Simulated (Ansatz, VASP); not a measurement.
Fe2F: VASP beside Ansatz

INCAR

```
SYSTEM = Fe2F
PREC = Accurate ; ENCUT = 520
EDIFF = 1E-7 ; ISMEAR = 0
SIGMA = 0.1 ; LREAL = .False.
LASPH = .True. ; NELM = 150
ALGO = Normal ; ISIF = 2
LWAVE = .False. ; LCHARG = .True.
ISPIN = 2 ; MAGMOM = 4 4 4 4 0 0
LORBIT = 11 ; LMAXMIX = 4
GGA = PE ; LELF = .True.
LVHAR = .True. ; NBANDS = 36
```

File KPOINTS:

```
regular mesh
0
Gamma
  4 4 6
  0 0 0
```

The input POSCAR:

```
Fe2F
1.0
    4.7457763202      0.0000000000      0.0000000000
    0.0000000000      4.7457763202      0.0000000000
    0.0000000000      0.0000000000      3.0567592798
Fe F
4 2
Direct
    0.3060000000      0.3060000000      0.0000000000
    0.1940000000      0.8060000000      0.5000000000
    0.6940000000      0.6940000000      0.0000000000
    0.8060000000      0.1940000000      0.5000000000
    0.0000000000      0.0000000000      0.0000000000
    0.5000000000      0.5000000000      0.5000000000
```

Input for Ansatz:

```yaml
crystal:
  lattice:
    - [4.7457763202, 0.0, 0.0]
    - [0.0, 4.7457763202, 0.0]
    - [0.0, 0.0, 3.0567592798]
  atoms:
    - { symbol: Fe, position: [0.306, 0.306, 0.0], spin: 4.0 }
    - { symbol: Fe, position: [0.194, 0.806, 0.5], spin: 4.0 }
    - { symbol: Fe, position: [0.694, 0.694, 0.0], spin: 4.0 }
    - { symbol: Fe, position: [0.806, 0.194, 0.5], spin: 4.0 }
    - { symbol: F, position: [0.0, 0.0, 0.0] }
    - { symbol: F, position: [0.5, 0.5, 0.5] }
basis:
  ecutwfc: 420
kpoints:
  mp_grid: { grid: [4, 4, 6] }
hamiltonian:
  xc: pbe
scf:
  occupations: { method: gaussian, width: 0.1 }
  lower_state_search: "off"
output:
  forces: true
  stress: true
  eigenvalues: true
  populations: true
magnetization:
  spin_polarized: true
```

Alike in both runs: task single point; functional PBE; k mesh 4 × 4 × 6; occupations gaussian, width 0.1 eV; collinear spin.

|  | VASP | Ansatz |
| --- | --- | --- |
| version | VASP 6.6.1 | Ansatz 0.2.0 |
| potentials or method | VASP PAW PBE potentials, release 64 (Fe, F), cutoff 520 eV | scalar-relativistic, plane waves, PAW |
| valence electrons in the cell | 46 | 78 |

Ansatz gave:

| Item | Value |
| --- | --- |
| gap on the k mesh at the Fermi level (eV) | none |
| pressure (GPa) | 18.5 |
| traceless stress, the component that is largest in VASP (GPa) | 9.20 |
| rms of the force components (eV/Å) | 0.587 |
| net moment per atom (μB) | 1.98 |
| size of the moment on the site where the two differ most (μB) | 2.77 |

Problem. Estimate VASP's values.

Solution. gap on the k mesh at the Fermi level (eV): none; pressure (GPa): 18.9; traceless stress, the component that is largest in VASP (GPa): 9.30; rms of the force components (eV/Å): 0.593; net moment per atom (μB): 1.98; size of the moment on the site where the two differ most (μB): 2.94.

Site moments also hang on the region over which each program counts them. Atom by atom the forces differ by 0.006 eV/Å (rms over components). A gap of «none» marks a metal or a gap that the smearing closes. With one functional, cell and mesh, what is left measures potentials, basis and numerics. VASP's potentials hold 46 valence electrons a cell and Ansatz's 78, so a difference there can come from the potentials and not from the codes.
